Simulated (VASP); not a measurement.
# Si12Cl: single point with PBE+D3(BJ)

Si12Cl, a slab with vacuum:

```
Si Cl
1.0
     7.66669    0.00000    0.00000
     0.00000    5.42117    0.00000
     0.00000    0.00000   20.68775
Si Cl
12 1
Direct
  0.25000 0.00000 0.19335
  0.75000 0.00000 0.19335
  0.00000 0.25000 0.19335
  0.50000 0.25000 0.19335
  0.00000 0.50388 0.28356
  0.50000 0.50388 0.28356
  0.25000 0.74612 0.28356
  0.75000 0.74612 0.28356
  0.25000 0.00860 0.37161
  0.75000 0.00860 0.37161
  0.00000 0.24140 0.37161
  0.50000 0.24140 0.37161
  0.50000 0.34194 0.47795
```

| Quantity | Value |
| --- | --- |
| Program | VASP 6.6.1 |
| Task | single point |
| Functional | PBE |
| Dispersion | D3(BJ) |
| Potentials or basis | VASP PAW PBE potentials, release 64 (Si, Cl) |
| Cutoff | 400 eV |
| k mesh | 4 × 5 × 1 |
| Occupations | gaussian, width 0.05 eV |
| Spin | collinear spin |
| Starting moments | [0.0, 0.0, 0.0, 0.0, 0.0, 0.0, 0.0, 0.0, 0.0, 0.0, 0.0, 0.0, 1.0] μB |
| Dipole correction | yes |
| Further INCAR settings | ALGO = Normal; EDIFF = 1e-06; NBANDS = 44; NELMDL = -8 |

The largest force is 1.934 eV/Å, the net moment is 0.00 μB per cell and the valence electrons inside the program's atomic spheres are Si 1.64, 1.65, 1.70, 1.71, 1.67, 1.66, 1.63 (each value once); Cl 5.07. The dispersion energy per atom is -0.242 eV.

Forces on the atoms (eV/Å):
```
Si  -0.053  0.625  0.049
Si   0.053  0.625  0.049
Si   0.000 -0.526 -0.207
Si   0.000 -0.463 -0.145
Si   0.000 -0.079 -0.075
Si   0.000  0.182 -0.268
Si   0.002  0.091  0.109
Si  -0.002  0.091  0.109
Si  -0.197 -0.259 -0.136
Si   0.197 -0.259 -0.136
Si   0.000  0.016  0.140
Si   0.000 -0.144  1.929
Cl   0.000  0.103 -1.417
```

Levels at points of the mesh, in eV from the Fermi level:
Spin up:
```csv
k point,band 24,band 25,band 26,band 27,band 28,band 29,band 30,band 31,band 32,band 33
"(0.00, 0.00, 0.00)",-0.83,-0.76,-0.49,-0.29,-0.05,0.33,0.53,1.14,1.37,2.05
"(0.50, 0.00, 0.00)",-2.01,-0.74,-0.68,-0.15,-0.12,-0.07,0.72,1.63,2.50,2.69
```
Spin down:
```csv
k point,band 24,band 25,band 26,band 27,band 28,band 29,band 30,band 31,band 32,band 33
"(0.00, 0.00, 0.00)",-0.83,-0.76,-0.49,-0.29,-0.05,0.32,0.53,1.14,1.37,2.05
"(0.50, 0.00, 0.00)",-2.01,-0.74,-0.68,-0.15,-0.12,-0.07,0.72,1.63,2.50,2.69
```

Wall time 21 min on 1 thread of Intel(R) Xeon(R) Platinum 8488C (Sapphire Rapids) (shared host), peak memory 0.93 GiB.
